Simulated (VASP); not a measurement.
# AlRu in VASP: settings compared, part 3 of 3

VASP 6.6.1. Earlier steps stand in the parts before.

### 5 Relaxation of cell and atoms, PBE, target pressure 5 GPa, at which the enthalpy is minimised

Contents of INCAR:

```
  PREC = Accurate
  ENCUT = 600
  EDIFF = 1E-6
  ISMEAR = 0
  SIGMA = 0.1
  LREAL = F
  LASPH = T
  NELM = 100
  ALGO = Fast
  ISIF = 3
  LWAVE = F
  LCHARG = F
  GGA = PE
  IBRION = 2
  NSW = 50
  EDIFFG = -0.07
  NELECT = 16.5
  PSTRESS = 50.0
```

Contents of KPOINTS:

```
regular mesh
0
Gamma
  5 5 5
```

Contents of POSCAR:

```
AlRu
1.0
    2.9824954400      0.0000000000      0.0000000000
    0.0000000000      2.9824954400      0.0000000000
    0.0000000000      0.0000000000      2.9824954400
Al Ru
1 1
Direct
    0.0000000000      0.0000000000      0.0000000000
    0.5000000000      0.5000000000      0.5000000000
```

Potentials or basis: VASP PAW PBE potentials, release 64 (Al, Ru_pv).

Launch:

```
$ cat potpaw_PBE.64/Al/POTCAR potpaw_PBE.64/Ru_pv/POTCAR > POTCAR
$ mpirun -np 1 vasp_std > vasp.out
```

OUTCAR:

```text
PREC = Accurate
   ENCUT = 600
   EDIFF = 1E-6
   ISMEAR = 0
   LREAL = F
   LASPH = T
   NELM = 100
   ISIF = 3
   GGA = PE
   IBRION = 2
   NSW = 50
   EDIFFG = -0.07
   NELECT = 16.5
   PSTRESS = 50.0

 ion  position               nearest neighbor table
   1  0.000  0.000  0.000-   2 2.58   2 2.58   2 2.58   2 2.58   2 2.58   2 2.58   2 2.58   2 2.58

   2  0.500  0.500  0.500-   1 2.58   1 2.58   1 2.58   1 2.58   1 2.58   1 2.58   1 2.58   1 2.58

  LATTYP: Found a simple cubic cell.
 ALAT       =     2.9824954400

  Lattice vectors:

 A1 = (   2.9824954400,   0.0000000000,   0.0000000000)
 A2 = (   0.0000000000,   2.9824954400,   0.0000000000)
 A3 = (   0.0000000000,   0.0000000000,   2.9824954400)

Analysis of symmetry for initial positions (statically):
=====================================================================
 Subroutine PRICEL returns:
 Original cell was already a primitive cell.

 Routine SETGRP: Setting up the symmetry group for a
 simple cubic supercell.

 Subroutine GETGRP returns: Found 48 space group operations
 (whereof 48 operations were pure point group operations)
 out of a pool of 48 trial point group operations.

The static configuration has the point symmetry O_h .

Analysis of symmetry for dynamics (positions and initial velocities):
=====================================================================
 Subroutine PRICEL returns:
 Original cell was already a primitive cell.

 Routine SETGRP: Setting up the symmetry group for a
 simple cubic supercell.

 Subroutine GETGRP returns: Found 48 space group operations
 (whereof 48 operations were pure point group operations)
 out of a pool of 48 trial point group operations.

The dynamic configuration has the point symmetry O_h .

 Subroutine INISYM returns: Found 48 space group operations
 (whereof 48 operations are pure point group operations),
 and found     1 'primitive' translations

[... 91 lines left out ...]
   NUPDOWN=      -1.0000    fix difference up-down
   EMIN   =  10.00;   EMAX   =-10.00  energy-range for DOS
   EFERMI =   0.00;   METHOD = LEGACY
   ISMEAR =     0;   SIGMA  =   0.10  broadening in eV -4-tet -1-fermi 0-gaus
   EFERMI_NEDOS =   21; number of points for ismear=-14 and -15
   IALGO  =     68    algorithm
   IMIX   =      4    mixing-type and parameters
     AMIX     =   0.40;   BMIX     =  1.00
     AMIX_MAG =   1.60;   BMIX_MAG =  1.00
  volume/ion in A,a.u.               =      13.27        89.52
  Fermi-wavevector in a.u.,A,eV,Ry     =   1.397407  2.640717 26.568740  1.952747
  Thomas-Fermi vector in A             =   2.520667
   LORBIT       =      0    0 simple, 1 ext, 2 COOP (PROOUT), +10 PAW based schemes
   GGA     = PE    functional components
   LHFCALC =     F    Hartree Fock is set to
   AEXX    =    0.0000 exact exchange contribution
   IVDW    =     0    specifies the selected vdW correction
   LEPSILON=     F    determine dielectric tensor
   LRPA    =     F    only Hartree local field effects (RPA)
 conjugate gradient relaxation of ions
 non-spin polarized calculation
 RMM-DIIS sequential band-by-band and
 Gauss-broadening in eV      SIGMA  =   0.10
  energy-cutoff  :      600.00
  volume of cell :       26.53
 maximum number of plane-waves:       904
 NGX is ok and might be reduce to    24

--------------------------------------- Ionic step        1  -------------------------------------------

 number of electron      16.4999996 magnetization

 Free energy of the ion-electron system (eV)
  ---------------------------------------------------
  ext. energy  EPLUGINS =         0.00000000
  ---------------------------------------------------
  free energy    TOTEN  =       -19.57040934 eV

  energy without entropy =      -19.55872193  energy(sigma->0) =      -19.56456564

------------------------ aborting loop because EDIFF is reached ----------------------------------------

  FORCE on cell =-STRESS in cart. coord.  units (eV):
  Direction    XX          YY          ZZ          XY          YZ          ZX
  --------------------------------------------------------------------------------------
  -------------------------------------------------------------------------------------
  Total       -6.2320729     -6.2320729     -6.2320729      0.0000000     -0.0000000     -0.0000000
  in kB     -376.3602469   -376.3602469   -376.3602469      0.0000000     -0.0000000     -0.0000000
  external PRESSURE =    -426.3602469 kB  Pullay stress =      50.0000000 kB
[... 139 lines left out ...]
--------------------------------------- Ionic step        5  -------------------------------------------

 number of electron      16.4999996 magnetization

 Free energy of the ion-electron system (eV)
  ---------------------------------------------------
  ext. energy  EPLUGINS =         0.00000000
  ---------------------------------------------------
  free energy    TOTEN  =       -20.12506968 eV

  energy without entropy =      -20.11284521  energy(sigma->0) =      -20.11895744

 E-fermi :  13.2634     XC(G=0): -13.3972

 val. band max:       13.1918288547   @ k =   0.4000   0.2000   0.0000
 cond. band min:      13.6788485561   @ k =   0.4000   0.4000   0.2000
 fundamental gap:      0.4870197014
 Fermi energy:        13.2633884577

 k-point     1 :       0.0000    0.0000    0.0000
  band No.  band energies     occupation
      1     -28.5257      2.00000
      2     -28.5257      2.00000
      3     -28.5257      2.00000
      4       3.0976      2.00000
      5       8.8789      2.00000
      6       8.8789      2.00000
      7      13.7499      0.00000
      8      13.7499      0.00000
      9      13.7499      0.00000
     10      21.0593      0.00000
     11      21.0593      0.00000
     12      21.0593      0.00000
[... 166 lines left out ...]
  energy  without entropy=      -20.1128452069  energy(sigma->0) =      -20.11895744

  enthalpy is  TOTEN    =       -19.4360661726 eV   P V=        0.6890035030

 reached required accuracy - stopping structural energy minimisation
```

OSZICAR:

```text
N       E                     dE             d eps       ncg     rms          rms(c)
DAV:   1     0.118741808988E+03    0.11874E+03   -0.10179E+04   248   0.146E+03
DAV:   2    -0.184695816670E+02   -0.13721E+03   -0.13159E+03   264   0.369E+02
DAV:   3    -0.206343023867E+02   -0.21647E+01   -0.21387E+01   300   0.482E+01
[... 56 lines left out ...]
RMM:   3    -0.201250044811E+02    0.22560E-03   -0.41444E-03   240   0.647E-01    0.159E-01
RMM:   4    -0.201250680155E+02   -0.63534E-04   -0.99532E-04   240   0.283E-01    0.243E-02
RMM:   5    -0.201250660184E+02    0.19971E-05   -0.66079E-05   240   0.920E-02    0.199E-02
RMM:   6    -0.201250696535E+02   -0.36351E-05   -0.12084E-05   231   0.398E-02    0.175E-03
RMM:   7    -0.201250696756E+02   -0.22021E-07   -0.24444E-06   159   0.158E-02
   5 F= -.19436066E+02 E0= -.19429954E+02  d E =-.693597E+00
```

Wall time 15 s (1 thread of Intel Xeon 6975P-C, shared host); peak memory 0.15 GiB.

Results:

```yaml
Free_energy: -20.1251 eV
Relaxed_volume: 11.04 Å³/atom
Relaxed_cell: a = 2.805 Å, b = 2.805 Å, c = 2.805 Å, α = 90.00°, β = 90.00°, γ = 90.00°
Space_group_after_relaxing_to_0.05_Å: Pm-3m (No. 221)
Energy_change_on_relaxing_the_enthalpy_is_what_falls: -277.3 meV/atom
Ionic_steps: 5
```

Step by step:
```tsv
step	energy change (eV)	largest force (eV/Å)	pressure (GPa)	volume (Å³)
1	0.0000	0.0000	-37.64	26.53
2	4.0421	0.0000	285.31	15.15
3	-0.5586	0.0000	-2.43	22.60
4	-0.5592	0.0000	2.03	22.28
5	-0.5547	0.0000	5.12	22.08
```

Final structure:
```yaml
crystal:
  lattice:
    - [2.80535, 0.00000, 0.00000]
    - [0.00000, 2.80535, 0.00000]
    - [0.00000, 0.00000, 2.80535]
  atoms:
    - { symbol: Al, position: [0.00000, 0.00000, 0.00000] }
    - { symbol: Ru, position: [0.50000, 0.50000, 0.50000] }
```

Levels at points of the mesh, in eV from the Fermi level:
| k point | band 6 | band 7 | band 8 | band 9 | band 10 | band 11 |
| --- | --- | --- | --- | --- | --- | --- |
| (0.00, 0.00, 0.00) | -4.38 | 0.49 | 0.49 | 0.49 | 7.80 | 7.80 |

Caveat: the k points lie up to 0.45 Å⁻¹ apart in the final cell; the cell carries a net charge on a neutralising background, which shifts energy and pressure; the cell is charged against a uniform background, so pressure and absolute levels hang on convention; the cell is relaxed towards a set pressure, so the enthalpy falls and the energy may rise; the volume moved by over 15 % at a fixed basis, so the end points are rough.

### 6 Single point, PBE+U

Contents of INCAR:

```
SYSTEM = AlRu
PREC = Accurate
ENCUT = 520
EDIFF = 1E-6
ISMEAR = 0
SIGMA = 0.1
LREAL = .FALSE.
LASPH = .TRUE.
NELM = 150
ALGO = Normal
ISIF = 2
LWAVE = .FALSE.
LCHARG = .FALSE.
LMAXMIX = 4
LDAU = .TRUE.
LDAUTYPE = 2
LDAUL = -1 2
LDAUU = 0 0.73
LDAUJ = 0 0
LDAUPRINT = 1
GGA = PE
NBANDS = 16
```

Contents of KPOINTS:

```
Automatic mesh
0
G
  6 6 6
  0 0 0
```

POSCAR is that of step 5.

Potentials or basis: VASP PAW PBE potentials, release 64 (Al, Ru_pv).

Launch:

```
$ cat potpaw_PBE.64/Al/POTCAR potpaw_PBE.64/Ru_pv/POTCAR > POTCAR
$ mpirun -np 1 vasp_std > vasp.out
```

OUTCAR:

```text
SYSTEM = AlRu
   PREC = Accurate
   ENCUT = 520
   EDIFF = 1E-6
   ISMEAR = 0
   LREAL = .FALSE.
   LASPH = .TRUE.
   NELM = 150
   ISIF = 2
   GGA = PE

 ion  position               nearest neighbor table
   1  0.000  0.000  0.000-   2 2.58   2 2.58   2 2.58   2 2.58   2 2.58   2 2.58   2 2.58   2 2.58

   2  0.500  0.500  0.500-   1 2.58   1 2.58   1 2.58   1 2.58   1 2.58   1 2.58   1 2.58   1 2.58

  LATTYP: Found a simple cubic cell.
 ALAT       =     2.9824954400

  Lattice vectors:

 A1 = (   2.9824954400,   0.0000000000,   0.0000000000)
[... 598 lines left out ...]

  FORCE on cell =-STRESS in cart. coord.  units (eV):
  Direction    XX          YY          ZZ          XY          YZ          ZX
  --------------------------------------------------------------------------------------
  -------------------------------------------------------------------------------------
  Total        0.6436734      0.6436734      0.6436734      0.0000000     -0.0000000      0.0000000
  in kB       38.8719881     38.8719881     38.8719881      0.0000000     -0.0000000      0.0000000
  external PRESSURE =      38.8719881 kB  Pullay stress =       0.0000000 kB

 VOLUME and BASIS-vectors are now :
 -----------------------------------------------------------------------------
  energy-cutoff  :      520.00
  volume of cell :       26.53
      direct lattice vectors                 reciprocal lattice vectors
     2.982495440  0.000000000  0.000000000     0.335289700  0.000000000  0.000000000
     0.000000000  2.982495440  0.000000000     0.000000000  0.335289700  0.000000000
     0.000000000  0.000000000  2.982495440     0.000000000  0.000000000  0.335289700

 POSITION                                       TOTAL-FORCE (eV/Angst)
 -----------------------------------------------------------------------------------
      0.00000      0.00000      0.00000         0.000000      0.000000      0.000000
      1.49125      1.49125      1.49125         0.000000      0.000000      0.000000
 -----------------------------------------------------------------------------------
    total drift:                                0.000000     -0.000000     -0.000000

  FREE ENERGIE OF THE ION-ELECTRON SYSTEM (eV)
  ---------------------------------------------------
  free  energy   TOTEN  =       -13.4093636762 eV

  energy  without entropy=      -13.3948067723  energy(sigma->0) =      -13.40208522
```

OSZICAR:

```text
N       E                     dE             d eps       ncg     rms          rms(c)
DAV:   1     0.115734222802E+03    0.11573E+03   -0.89467E+03   648   0.975E+02
DAV:   2    -0.123693587243E+02   -0.12810E+03   -0.12203E+03   744   0.293E+02
DAV:   3    -0.140249469272E+02   -0.16556E+01   -0.16512E+01   776   0.358E+01
DAV:   4    -0.140381234045E+02   -0.13176E-01   -0.13127E-01   824   0.323E+00
DAV:   5    -0.140383391397E+02   -0.21574E-03   -0.21556E-03   760   0.402E-01    0.124E+01
DAV:   6    -0.134786122761E+02    0.55973E+00   -0.20449E+00   696   0.157E+01    0.233E+00
DAV:   7    -0.134237204078E+02    0.54892E-01   -0.14236E-01   656   0.427E+00    0.210E+00
DAV:   8    -0.134096240629E+02    0.14096E-01   -0.18641E-02   736   0.115E+00    0.234E-01
DAV:   9    -0.134093646726E+02    0.25939E-03   -0.72333E-04   816   0.279E-01    0.141E-01
DAV:  10    -0.134093644057E+02    0.26684E-06   -0.51991E-05   712   0.712E-02    0.912E-03
DAV:  11    -0.134093636762E+02    0.72951E-06   -0.10644E-06   688   0.984E-03
   1 F= -.13409364E+02 E0= -.13402085E+02  d E =-.145569E-01
```

stdout:

```text
POSCAR found type information on POSCAR AlRu
 POSCAR found :  2 types and       2 ions
 scaLAPACK will be used
 LDA part: xc-table for (Slater+PW92), standard interpolation
 POSCAR, INCAR and KPOINTS ok, starting setup
 FFT: planning ... GRIDC
 FFT: planning ... GRID_SOFT
 FFT: planning ... GRID
 WAVECAR not read
 entering main loop
```

Wall time 4.7 s (1 thread of Intel Xeon 6975P-C, shared host); peak memory 0.14 GiB.

What came out:

```yaml
Free_energy: -13.4094 eV
Pressure: 3.9 GPa
```

Levels at points of the mesh, in eV from the Fermi level:
| k point | band 6 | band 7 | band 8 | band 9 | band 10 | band 11 |
| --- | --- | --- | --- | --- | --- | --- |
| (0.00, 0.00, 0.00) | -3.43 | 0.28 | 0.28 | 0.28 | 6.29 | 6.29 |
| (0.50, 0.00, 0.00) | -2.62 | -1.52 | -1.52 | 0.54 | 2.52 | 7.61 |
| (0.50, 0.50, 0.00) | -1.20 | -1.20 | -1.08 | -1.08 | 1.75 | 5.57 |
| (0.50, 0.50, 0.50) | -4.56 | 1.84 | 1.84 | 2.78 | 4.35 | 4.35 |

Eigenvalues of the final occupation matrices:
```csv
site,spin,trace,eigenvalues
site 2 d,1,3.14,0.56 0.56 0.67 0.67 0.67
site 2 d,2,3.14,0.56 0.56 0.67 0.67 0.67
```

Caveat: U without spin polarisation on a metal has little footing; the U is typed as a test and isn't derived for this compound.

### 7 Summary

| level | U | cell | k mesh | smearing | gap on the mesh (eV) | pressure (GPa) |
| --- | --- | --- | --- | --- | --- | --- |
| PBE+D3(BJ) | - | a = 2.982 Å, 2 atoms | 6 × 6 × 6 | gaussian 0.1 eV | none | -2.1 |
| PBE | - | a = 2.999, b = 3.008, c = 3.040 Å, angles 91.1, 91.8, 89.6°, 2 atoms | 4 × 4 × 4 | tetrahedron | none | -3.5 |
| PBE+U | Ru d U = 0.73 eV | a = 2.982 Å, 2 atoms | 6 × 6 × 6 | gaussian 0.1 eV | none | 3.9 |

Alike in all rows: task single point; potentials or basis VASP PAW PBE potentials, release 64 (Al, Ru_pv); no spin polarisation; cutoff (eV) 520.

Caveats: some runs use coarse meshes; pairwise dispersion overbinds metals, which lowers pressure and volume (some runs); U without spin polarisation on a metal has little footing (some runs); the U is typed as a test and isn't derived for this compound (some runs).

Absolute energies hang on the potentials; compare differences alone.
